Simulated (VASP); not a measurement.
Runs of VASP 6.6.1 on B. The structure is that of space group I-4m2 (No. 119), or close to it. The cells are those of the table. 

```tsv
task	cell	k mesh	cutoff (eV)	gap on the mesh (eV)	pressure (GPa)	relaxed volume (Å³/atom)	largest force (eV/Å)
single point	a = 3.501 Å, angles 126.9, 126.9, 78.4°, 3 atoms	20 × 20 × 20	520	none	0.0	-	0.01
single point	a = 3.510 Å, angles 127.1, 127.1, 78.1°, 3 atoms	8 × 8 × 8	520	none	(b)	-	0.03
relaxation of cell and atoms	relaxed from a = 3.510 Å, angles 127.1, 127.1, 78.1°, 3 atoms	20 × 20 × 20	600	none	0.0	8.86	0.01
relaxation of cell and atoms	relaxed from a = 3.867 Å, angles 138.9, 138.9, 59.5°, 3 atoms	8 × 8 × 8	600	none	0.1	8.88	-
single point	a = 3.867 Å, angles 138.9, 138.9, 59.5°, 3 atoms	8 × 8 × 8	520	none	31.7	-	(a)
```

Alike in all rows: level PBE; potentials or basis VASP PAW PBE potentials, release 64 (B); no spin polarisation; smearing gaussian 0.1 eV.

Q: Fill in the values left out.

A: (a) 0.06; (b) 0.2.

Caveats: some runs use coarse meshes.

A gap of «none» marks levels without a gap at the run's occupations.
